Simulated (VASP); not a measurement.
CdTe: dielectric tensor with LDA

Crystal: CdTe.

```xyz
2
Lattice="0.0000 3.2050 3.2050 3.2050 0.0000 3.2050 3.2050 3.2050 0.0000" Properties=species:S:1:pos:R:3 pbc="T T T"
Te    4.8075    4.8075    4.8075
Cd    0.0000    0.0000    0.0000
```

| Quantity | Value |
| --- | --- |
| Program | VASP 6.6.1 |
| Task | dielectric tensor |
| Functional | LDA |
| Potentials or basis | VASP PAW LDA potentials, release 64 (Te, Cd) |
| Cutoff | 520 eV |
| k mesh | 7 × 7 × 7 |
| Occupations | gaussian, width 0.01 eV |
| Spin | no spin polarisation |
| Dipole correction | no |
| Further INCAR settings | ALGO = Normal; EDIFF = 1e-08 |

The band gap on the k mesh is 0.65 eV and the electronic dielectric tensor (diagonal) is 14.21. The born charges (mean of the diagonal) is Te -2.30; Cd +2.30 e.

Levels at points of the mesh, in eV from the valence-band top:
| k point | band 6 | band 7 | band 8 | band 9 | band 10 | band 11 | band 12 | band 13 |
| --- | --- | --- | --- | --- | --- | --- | --- | --- |
| (0.00, 0.00, 0.00) | -8.12 | 0.00 | 0.00 | 0.00 | 0.65 | 4.48 | 4.48 | 4.48 |

Electronic dielectric tensor:
```
14.21  0.00  0.00
 0.00 14.21  0.00
 0.00  0.00 14.21
```

Born effective charge tensors (e):
atom 1, Te
```
-2.30  0.00  0.00
 0.00 -2.30  0.00
 0.00  0.00 -2.30
```
atom 2, Cd
```
2.30 0.00 0.00
0.00 2.30 0.00
0.00 0.00 2.30
```

Wall time 2.7 min on 1 thread of Intel(R) Xeon(R) Platinum 8488C (Sapphire Rapids), with other jobs on the host, peak memory 0.3 GiB.

Caveat: the gap is small at this level, which inflates the dielectric constant; semilocal functionals underestimate gaps, and a narrow one can read as zero; spin-orbit coupling is left out, which moves the levels of the heavy elements. As with any semilocal functional, this LDA gap is likely too small.
